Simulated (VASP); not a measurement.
A run of VASP 6.6.1:

File INCAR:

```
SYSTEM = Ru
  PREC = Accurate
  ENCUT = 400
  EDIFF = 1E-6
  ISMEAR = 0
  SIGMA = 0.1
  LREAL = .FALSE.
  LASPH = .TRUE.
  NELM = 120
  ALGO = Normal
  ISIF = 2
  LWAVE = .FALSE.
  LCHARG = .TRUE.
  LDIPOL = .TRUE.
  IDIPOL = 3
  DIPOL = 0.5 0.5 0.500
  GGA = CA
  LELF = .TRUE.
  LVHAR = .TRUE.
  LVACPOTAV = .TRUE.
  NBANDS = 51
  GGA_COMPAT = .FALSE.
  NELMDL = -8
```

File KPOINTS:

```
regular mesh
0
G
  15 15 1
  0 0 0
```

The input POSCAR:

```
Ru
1.0
    2.6738874567      0.0000000000      0.0000000000
   -1.3369437283      2.3156544644      0.0000000000
    0.0000000000      0.0000000000     25.5660006391
Ru
6
Direct
    0.6666666667      0.3333333333      0.2933583592
    0.3333333333      0.6666666667      0.3760150155
    0.6666666667      0.3333333333      0.4586716718
    0.3333333333      0.6666666667      0.5413283282
    0.6666666667      0.3333333333      0.6239849845
    0.3333333333      0.6666666667      0.7066416408
```

Potentials or basis: VASP PAW LDA potentials, release 64 (Ru_pv).

The run is started by

```sh
$ cat potpaw_LDA.64/Ru_pv/POTCAR > POTCAR
$ mpirun -np 1 vasp_std > vasp.out
```

Hardware: 1 thread of Intel(R) Xeon(R) 6975P-C (Granite Rapids), on a shared host.

Problem. Estimate the wall time of this run.

Solution. Wall time 2.7 min on 1 thread of Intel(R) Xeon(R) 6975P-C (Granite Rapids) (shared host), peak memory 0.24 GiB. Counts: scf iterations 31, k points 27.
